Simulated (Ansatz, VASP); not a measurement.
# One calculation of SnO2, two programs

```xyz
6
Lattice="4.8996 0.0000 0.0000 0.0000 4.8996 0.0000 0.0000 0.0000 3.2074" Properties=species:S:1:pos:R:3 pbc="T T T"
Sn    2.4498    2.4498    1.6037
Sn    0.0000    0.0000    0.0000
O     0.9459    3.9537    1.6037
O     3.9537    0.9459    1.6037
O     1.5039    1.5039    0.0000
O     3.3957    3.3957    0.0000
```

Alike in both runs: task single point; functional PBE; k mesh 6 × 6 × 8; occupations gaussian, width 0.02 eV; no spin polarisation.

|  | VASP | Ansatz |
| --- | --- | --- |
| version | VASP 6.6.1 | Ansatz 0.2.0 |
| potentials or method | VASP PAW PBE potentials, release 64 (Sn_d, O), cutoff 520 eV | scalar-relativistic, plane waves, PAW |
| valence electrons in the cell | 52 | 52 |

Ansatz gave:

- gap on the k mesh at the Fermi level (eV): 0.58
- least direct gap on the mesh (eV): 0.58
- pressure (GPa): -2.4
- traceless stress, the component that is largest in VASP (GPa): 2.45
- rms of the force components (eV/Å): 0.000

Problem. Which values does VASP return?

Solution. gap on the k mesh at the Fermi level (eV): 0.57; least direct gap on the mesh (eV): 0.57; pressure (GPa): -1.9; traceless stress, the component that is largest in VASP (GPa): 2.67; rms of the force components (eV/Å): 0.011.

Atom by atom the forces differ by 0.011 eV/Å (rms over components).
